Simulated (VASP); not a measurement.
# CuO (Cc) in VASP: further runs

Aim: see how the results for CuO move with the level of theory and the settings. Levels: r2SCAN+U, BLYP. Tasks: single point.

Program: VASP 6.6.1. These are calculated values, not measurements. Logs are shortened: lines on timing, memory, paths and dates and some standing lists are left out, and cuts for length are marked.

## Step 1: The cell of the first run

It takes space group Cc (No. 9, monoclinic). The conventional cell has a = 4.689 Å, b = 3.427 Å, c = 5.132 Å, α = 90.00°, β = 99.65°, γ = 90.00°. Within 2.5 Å of Cu (site symmetry 1) lie 4 O at 1.91 to 2.02 Å. O (site symmetry 1) has 4 Cu at 1.91 to 2.02 Å within 2.5 Å.

## Step 2: Single point, r2SCAN+U

Contents of POSCAR:

```
CuO
1.0
    2.3446497600     -1.7133998200      0.0000000000
    2.3446497600      1.7133998200      0.0000000000
   -0.8605499100      0.0000000000      5.0594394800
Cu O
2 2
Direct
    0.0032000000      0.4968000000      0.0000000000
    0.4968000000      0.0032000000      0.5000000000
    0.5714000000      0.4056000000      0.2537000000
    0.4056000000      0.5714000000      0.7537000000
```

Contents of INCAR.step1:

```
SYSTEM = CuO
ALGO = Normal ; EDIFF = 1E-4
ENCUT = 520 ; GGA = PE
ISMEAR = -1 ; LASPH = .TRUE.
LCHARG = .FALSE. ; LDAU = .TRUE.
LDAUJ = 0 0 ; LDAUL = 2 -1
LDAUTYPE = 2 ; LDAUU = 4.5 0
LMAXMIX = 4 ; LREAL = .FALSE.
LWAVE = .TRUE. ; NBANDS = 25
NELM = 150 ; PREC = Accurate
SIGMA = 0.05
```

Contents of INCAR.step2:

```
SYSTEM = CuO
ALGO = Normal ; EDIFF = 1E-6
ENCUT = 520 ; ISIF = 2
ISMEAR = -1 ; ISTART = 1
LASPH = .TRUE. ; LCHARG = .FALSE.
LDAU = .TRUE. ; LDAUJ = 0 0
LDAUL = 2 -1 ; LDAUPRINT = 1
LDAUTYPE = 2 ; LDAUU = 4.5 0
LMAXMIX = 4 ; LMIXTAU = .TRUE.
LREAL = .FALSE. ; LWAVE = .FALSE.
METAGGA = R2SCAN ; NBANDS = 25
NELM = 150 ; PREC = Accurate
SIGMA = 0.05
```

Contents of KPOINTS:

```
k-points
0
G
  10 10 5
  0 0 0
```

Potentials or basis: VASP PAW PBE potentials, release 64 (Cu, O).

On the command line:

```bash
$ cat potpaw_PBE.64/Cu/POTCAR potpaw_PBE.64/O/POTCAR > POTCAR
$ cp INCAR.step1 INCAR
$ mpirun -np 1 vasp_std > vasp.out
$ cp INCAR.step2 INCAR
$ mpirun -np 1 vasp_std > vasp.out
```

OUTCAR:

```text
SYSTEM = CuO
   EDIFF = 1E-6
   ENCUT = 520
   ISIF = 2
   ISMEAR = -1
   ISTART = 1
   LASPH = .TRUE.
   LREAL = .FALSE.
   METAGGA = R2SCAN
   NELM = 150
   PREC = Accurate

 ion  position               nearest neighbor table
   1  0.003  0.497  0.000-   4 1.91   3 1.93   4 1.98   3 2.02
   2  0.497  0.003  0.500-   3 1.91   4 1.93   3 1.98   4 2.02
   3  0.571  0.406  0.254-   2 1.91   1 1.93   2 1.98   1 2.02
   4  0.406  0.571  0.754-   1 1.91   2 1.93   1 1.98   2 2.02

  LATTYP: Found a base centered monoclinic cell.
 ALAT       =     4.6892995200
 B/A-ratio  =     0.7307700490
 C/A-ratio  =     1.0944283419
 COS(beta)  =    -0.1676798045

  Lattice vectors:

 A1 = (   2.3446497600,  -1.7133998200,   0.0000000000)
 A2 = (   2.3446497600,   1.7133998200,   0.0000000000)
 A3 = (  -0.8605499100,   0.0000000000,   5.0594394800)

Analysis of symmetry for initial positions (statically):
=====================================================================
 Subroutine PRICEL returns:
 Original cell was already a primitive cell.

 Routine SETGRP: Setting up the symmetry group for a
 base centered monoclinic supercell.

 Subroutine GETGRP returns: Found  2 space group operations
 (whereof  1 operations were pure point group operations)
 out of a pool of  4 trial point group operations.

The static configuration has the point symmetry C_1 .
 The point group associated with its full space group is C_1h.

Analysis of symmetry for dynamics (positions and initial velocities):
=====================================================================
 Subroutine PRICEL returns:
 Original cell was already a primitive cell.

 Routine SETGRP: Setting up the symmetry group for a
 base centered monoclinic supercell.

 Subroutine GETGRP returns: Found  2 space group operations
 (whereof  1 operations were pure point group operations)
 out of a pool of  4 trial point group operations.

The dynamic configuration has the point symmetry C_1 .
 The point group associated with its full space group is C_1h.

 Subroutine INISYM returns: Found  2 space group operations
 (whereof  1 operations are pure point group operations),
 and found     1 'primitive' translations

----------------------------------------------------------------------------------------

                                     Primitive cell

  volume of cell :      40.6508

  direct lattice vectors                    reciprocal lattice vectors
     2.344649760 -1.713399820  0.000000000     0.213251467 -0.291817470  0.036271514
     2.344649760  1.713399820  0.000000000     0.213251467  0.291817470  0.036271514
    -0.860549910  0.000000000  5.059439480     0.000000000  0.000000000  0.197650353

  length of vectors
     2.903983719  2.903983719  5.132102298     0.363248188  0.363248188  0.197650353

  position of ions in fractional coordinates (direct lattice)
     0.003200000  0.496800000  0.000000000
     0.496800000  0.003200000  0.500000000
     0.571400000  0.405600000  0.253700000
     0.405600000  0.571400000  0.753700000

  ion indices of the primitive-cell ions
   primitive index   ion index
                 1           1
                 2           2
                 3           3
                 4           4

----------------------------------------------------------------------------------------
[... 96 lines left out ...]
   angular momentum for each species LDAUL =     2   -1
   U (eV)           for each species LDAUU =   4.5  0.0
   J (eV)           for each species LDAUJ =   0.0  0.0
   METAGGA = R2SCAN    functional components
   LHFCALC =     F    Hartree Fock is set to
   AEXX    =    0.0000 exact exchange contribution
   IVDW    =     0    specifies the selected vdW correction
   LEPSILON=     F    determine dielectric tensor
   LRPA    =     F    only Hartree local field effects (RPA)
 non-spin polarized calculation
  energy-cutoff  :      520.00
  volume of cell :       40.65
 maximum number of plane-waves:      1129
 NGX is ok and might be reduce to    24
   NGX = 11   NGY = 11   NGZ = 19

atom =   1  type =  1  l = 2

 onsite density matrix

spin component  1

  0.9574 -0.0109  0.0099  0.0067 -0.0024
 -0.0109  0.9039  0.0010  0.0859 -0.0275
  0.0099  0.0010  0.9720 -0.0022 -0.0008
  0.0067  0.0859 -0.0022  0.8544  0.0356
 -0.0024 -0.0275 -0.0008  0.0356  0.9570

spin component  2

  0.9574 -0.0109  0.0099  0.0067 -0.0024
 -0.0109  0.9039  0.0010  0.0859 -0.0275
  0.0099  0.0010  0.9720 -0.0022 -0.0008
  0.0067  0.0859 -0.0022  0.8544  0.0356
 -0.0024 -0.0275 -0.0008  0.0356  0.9570

 occupancies and eigenvectors

  o =  0.7776  v =  0.0684  0.5837 -0.0142 -0.7715  0.2434  0.0000  0.0000  0.0000  0.0000  0.0000      0.0000  0.0000  0.0000  0.0000  0.0000  0.0000  0.0000  0.0000  0.0000  0.0000
  o =  0.7776  v =  0.0000  0.0000  0.0000  0.0000  0.0000  0.0684  0.5837 -0.0142 -0.7715  0.2434      0.0000  0.0000  0.0000  0.0000  0.0000  0.0000  0.0000  0.0000  0.0000  0.0000
  o =  0.9522  v =  0.8698  0.1566 -0.4256  0.1805 -0.0724  0.0000  0.0000  0.0000  0.0000  0.0000      0.0000  0.0000  0.0000  0.0000  0.0000  0.0000  0.0000  0.0000  0.0000  0.0000
  o =  0.9522  v =  0.0000  0.0000  0.0000  0.0000  0.0000  0.8698  0.1566 -0.4256  0.1805 -0.0724      0.0000  0.0000  0.0000  0.0000  0.0000  0.0000  0.0000  0.0000  0.0000  0.0000
  o =  0.9675  v =  0.0181  0.3589  0.2560  0.5029  0.7432  0.0000  0.0000  0.0000  0.0000  0.0000      0.0000  0.0000  0.0000  0.0000  0.0000  0.0000  0.0000  0.0000  0.0000  0.0000
  o =  0.9675  v =  0.0000  0.0000  0.0000  0.0000  0.0000  0.0181  0.3589  0.2560  0.5029  0.7432      0.0000  0.0000  0.0000  0.0000  0.0000  0.0000  0.0000  0.0000  0.0000  0.0000
  o =  0.9696  v =  0.0000  0.0000  0.0000  0.0000  0.0000  0.1131 -0.6752 -0.2502 -0.3024  0.6142      0.0000  0.0000  0.0000  0.0000  0.0000  0.0000  0.0000  0.0000  0.0000  0.0000
  o =  0.9696  v =  0.1131 -0.6752 -0.2502 -0.3024  0.6142  0.0000  0.0000  0.0000  0.0000  0.0000      0.0000  0.0000  0.0000  0.0000  0.0000  0.0000  0.0000  0.0000  0.0000  0.0000
  o =  0.9779  v =  0.0000  0.0000  0.0000  0.0000  0.0000 -0.4751  0.2237 -0.8310  0.1667  0.0770      0.0000  0.0000  0.0000  0.0000  0.0000  0.0000  0.0000  0.0000  0.0000  0.0000
  o =  0.9779  v = -0.4751  0.2237 -0.8310  0.1667  0.0770  0.0000  0.0000  0.0000  0.0000  0.0000      0.0000  0.0000  0.0000  0.0000  0.0000  0.0000  0.0000  0.0000  0.0000  0.0000

atom =   2  type =  1  l = 2

 onsite density matrix

spin component  1

  0.9574 -0.0109 -0.0099 -0.0067  0.0024
 -0.0109  0.9039 -0.0010 -0.0859  0.0275
 -0.0099 -0.0010  0.9720 -0.0022 -0.0008
 -0.0067 -0.0859 -0.0022  0.8544  0.0356
  0.0024  0.0275 -0.0008  0.0356  0.9570

spin component  2

  0.9574 -0.0109 -0.0099 -0.0067  0.0024
 -0.0109  0.9039 -0.0010 -0.0859  0.0275
 -0.0099 -0.0010  0.9720 -0.0022 -0.0008
 -0.0067 -0.0859 -0.0022  0.8544  0.0356
  0.0024  0.0275 -0.0008  0.0356  0.9570

 occupancies and eigenvectors

  o =  0.7776  v = -0.0684 -0.5837 -0.0142 -0.7715  0.2434  0.0000  0.0000  0.0000  0.0000  0.0000      0.0000  0.0000  0.0000  0.0000  0.0000  0.0000  0.0000  0.0000  0.0000  0.0000
  o =  0.7776  v =  0.0000  0.0000  0.0000  0.0000  0.0000 -0.0684 -0.5837 -0.0142 -0.7715  0.2434      0.0000  0.0000  0.0000  0.0000  0.0000  0.0000  0.0000  0.0000  0.0000  0.0000
  o =  0.9522  v =  0.8698  0.1566  0.4256 -0.1805  0.0724  0.0000  0.0000  0.0000  0.0000  0.0000      0.0000  0.0000  0.0000  0.0000  0.0000  0.0000  0.0000  0.0000  0.0000  0.0000
  o =  0.9522  v =  0.0000  0.0000  0.0000  0.0000  0.0000  0.8698  0.1566  0.4256 -0.1805  0.0724      0.0000  0.0000  0.0000  0.0000  0.0000  0.0000  0.0000  0.0000  0.0000  0.0000
  o =  0.9675  v = -0.0181 -0.3589  0.2560  0.5029  0.7432  0.0000  0.0000  0.0000  0.0000  0.0000      0.0000  0.0000  0.0000  0.0000  0.0000  0.0000  0.0000  0.0000  0.0000  0.0000
  o =  0.9675  v =  0.0000  0.0000  0.0000  0.0000  0.0000 -0.0181 -0.3589  0.2560  0.5029  0.7432      0.0000  0.0000  0.0000  0.0000  0.0000  0.0000  0.0000  0.0000  0.0000  0.0000
  o =  0.9696  v =  0.0000  0.0000  0.0000  0.0000  0.0000 -0.1131  0.6752 -0.2502 -0.3024  0.6142      0.0000  0.0000  0.0000  0.0000  0.0000  0.0000  0.0000  0.0000  0.0000  0.0000
  o =  0.9696  v = -0.1131  0.6752 -0.2502 -0.3024  0.6142  0.0000  0.0000  0.0000  0.0000  0.0000      0.0000  0.0000  0.0000  0.0000  0.0000  0.0000  0.0000  0.0000  0.0000  0.0000
  o =  0.9779  v =  0.0000  0.0000  0.0000  0.0000  0.0000 -0.4751  0.2237  0.8310 -0.1667 -0.0770      0.0000  0.0000  0.0000  0.0000  0.0000  0.0000  0.0000  0.0000  0.0000  0.0000
  o =  0.9779  v = -0.4751  0.2237  0.8310 -0.1667 -0.0770  0.0000  0.0000  0.0000  0.0000  0.0000      0.0000  0.0000  0.0000  0.0000  0.0000  0.0000  0.0000  0.0000  0.0000  0.0000

 number of electron      33.9999999 magnetization

 Free energy of the ion-electron system (eV)
  ---------------------------------------------------
  ext. energy  EPLUGINS =         0.00000000
  ---------------------------------------------------
  free energy    TOTEN  =       -33.40394454 eV

  energy without entropy =      -33.38681638  energy(sigma->0) =      -33.39538046

 E-fermi :   5.0431     XC(G=0): -12.5439

 val. band max:        5.0383050068   @ k =  -0.2000   0.3000   0.4000
 cond. band min:       5.0432809499   @ k =   0.5000   0.1000   0.2000
 fundamental gap:      0.0049759431
 Fermi energy:         5.0430733934

 k-point     1 :       0.0000    0.0000    0.0000
  band No.  band energies     occupation
      1     -15.7063      2.00000
      2     -14.4311      2.00000
      3      -3.2056      2.00000
      4      -0.7716      2.00000
      5      -0.5153      2.00000
      6       0.6388      2.00000
[... 661 lines left out ...]
     24      19.5609      0.00000
     25      20.5037      0.00000

 [... further k-points ...]
[... 5 lines left out ...]
  --------------------------------------------------------------------------------------
  -------------------------------------------------------------------------------------
  Total       -0.9375585     -0.6354075     -1.2399353      0.0000000      0.0000000     -0.1756328
  in kB      -36.9521629    -25.0434303    -48.8697961      0.0000000      0.0000000     -6.9222457
  external PRESSURE =     -36.9551298 kB  Pullay stress =       0.0000000 kB

 VOLUME and BASIS-vectors are now :
 -----------------------------------------------------------------------------
  energy-cutoff  :      520.00
  volume of cell :       40.65
      direct lattice vectors                 reciprocal lattice vectors
     2.344649760 -1.713399820  0.000000000     0.213251467 -0.291817470  0.036271514
     2.344649760  1.713399820  0.000000000     0.213251467  0.291817470  0.036271514
    -0.860549910  0.000000000  5.059439480     0.000000000  0.000000000  0.197650353

 POSITION                                       TOTAL-FORCE (eV/Angst)
 -----------------------------------------------------------------------------------
      1.17232      0.84573      0.00000        -0.575822      0.309063      0.229707
      0.74205     -0.84573      2.52972        -0.575822     -0.309063      0.229707
      2.07240     -0.28408      1.28358         0.575822      0.236437     -0.229707
      1.64213      0.28408      3.81330         0.575822     -0.236437     -0.229707
 -----------------------------------------------------------------------------------
    total drift:                               -0.014860      0.000000     -0.002265

  FREE ENERGIE OF THE ION-ELECTRON SYSTEM (eV)
  ---------------------------------------------------
  free  energy   TOTEN  =       -33.4039445390 eV

  energy  without entropy=      -33.3868163780  energy(sigma->0) =      -33.39538046
```

Run time: 5.8 min. Hardware: 1 thread of AMD EPYC 9R45 (Zen 5), shared host; peak memory 0.22 GiB.

Results:

```
Free energy            : -33.4039 eV
Pressure               : -3.7 GPa
Largest force          : 0.693 eV/Å
Band gap on the k mesh : zero (bands 17 and 18 overlap by 0.61 eV)
```

Forces on the atoms (eV/Å):
```
Cu  -0.576  0.309  0.230
Cu  -0.576 -0.309  0.230
O    0.576  0.236 -0.230
O    0.576 -0.236 -0.230
```

Stress tensor (GPa, compression positive):
```
-3.70  0.00 -0.69
 0.00 -2.50  0.00
-0.69  0.00 -4.89
```

Levels at points of the mesh, in eV from the Fermi level:
| k point | band 15 | band 16 | band 17 | band 18 | band 19 | band 20 |
| --- | --- | --- | --- | --- | --- | --- |
| (0.00, 0.00, 0.00) | -2.60 | -2.43 | 0.20 | 0.98 | 2.26 | 7.01 |
| (0.50, 0.00, 0.00) | -2.27 | -1.93 | 0.04 | 0.37 | 5.81 | 7.33 |
| (0.50, 0.50, 0.00) | -2.11 | -2.02 | -1.05 | 1.16 | 4.28 | 7.98 |

Eigenvalues of the final occupation matrices:
```csv
site,spin,trace,eigenvalues
site 1 d,1,4.64,0.78 0.95 0.97 0.97 0.98
site 1 d,2,4.64,0.78 0.95 0.97 0.97 0.98
site 2 d,1,4.64,0.78 0.95 0.97 0.97 0.98
site 2 d,2,4.64,0.78 0.95 0.97 0.97 0.98
```

Caveat: the cell stands under tension; the PAW data sets were made with another functional, which shifts forces and pressure a little; U without spin polarisation on a metal has little footing.

## Step 3: Single point, BLYP

This run uses another cell than the first one, of 10.57 Å³/atom.

Contents of INCAR:

```
PREC = Accurate ; ENCUT = 520
EDIFF = 1E-6 ; ISMEAR = -1
SIGMA = 0.05 ; LREAL = False
LASPH = True ; NELM = 100
ALGO = Normal ; ISIF = 2
LWAVE = False ; LCHARG = False
GGA = B5 ; ALDAX = 1.0
AGGAX = 1.0 ; AGGAC = 1.0
ALDAC = 0.0 ; NBANDS = 25
```

Contents of KPOINTS:

```
regular mesh
0
Gamma
  10 10 5
```

Contents of POSCAR:

```
CuO
1.0
    2.3755039530     -1.7359471401      0.0000000000
    2.3755039530      1.7359471401      0.0000000000
   -0.8718742338      0.0000000000      5.1260186872
Cu O
2 2
Direct
    0.0032000000      0.4968000000      0.0000000000
    0.4968000000      0.0032000000      0.5000000000
    0.5714000000      0.4056000000      0.2537000000
    0.4056000000      0.5714000000      0.7537000000
```

Potentials or basis: VASP PAW PBE potentials, release 64 (Cu, O).

On the command line:

```bash
$ cat potpaw_PBE.64/Cu/POTCAR potpaw_PBE.64/O/POTCAR > POTCAR
$ mpirun -np 1 vasp_std > vasp.out
```

Wall time 2.4 min (1 thread of Intel Xeon Platinum 8259CL at 2.50GHz (Skylake/Cascade Lake), shared host); peak memory 0.25 GiB.

Results (log left out):

```
Free energy            : -17.9806 eV
Pressure               : 5.9 GPa
Largest force          : 0.716 eV/Å
Band gap on the k mesh : zero (bands 17 and 18 overlap by 0.59 eV)
```

Forces in eV/Å, atoms in the order of the input:
```
Cu  -0.589  0.315  0.225
Cu  -0.589 -0.315  0.225
O    0.589  0.340 -0.225
O    0.589 -0.340 -0.225
```

Stress tensor (GPa, compression positive):
```
 5.49  0.00 -1.02
 0.00  7.59  0.00
-1.02  0.00  4.73
```

Levels at points of the mesh, in eV from the Fermi level:
```csv
k point,band 15,band 16,band 17,band 18,band 19,band 20
"(0.00, 0.00, 0.00)",-2.07,-1.64,0.21,0.87,1.74,6.31
"(0.50, 0.00, 0.00)",-1.44,-1.36,-0.03,0.29,5.05,6.32
"(0.50, 0.50, 0.00)",-1.65,-1.22,-0.66,1.01,3.72,6.95
```

Caveat: the cell stands under pressure; the PAW data sets were made with another functional, which shifts forces and pressure a little; semilocal functionals often make such compounds metallic where correlation or magnetic order opens a gap, which also shifts bond lengths. With open d or f shells a metallic result of BLYP can be an artefact of self-interaction; +U or a hybrid may open a gap.
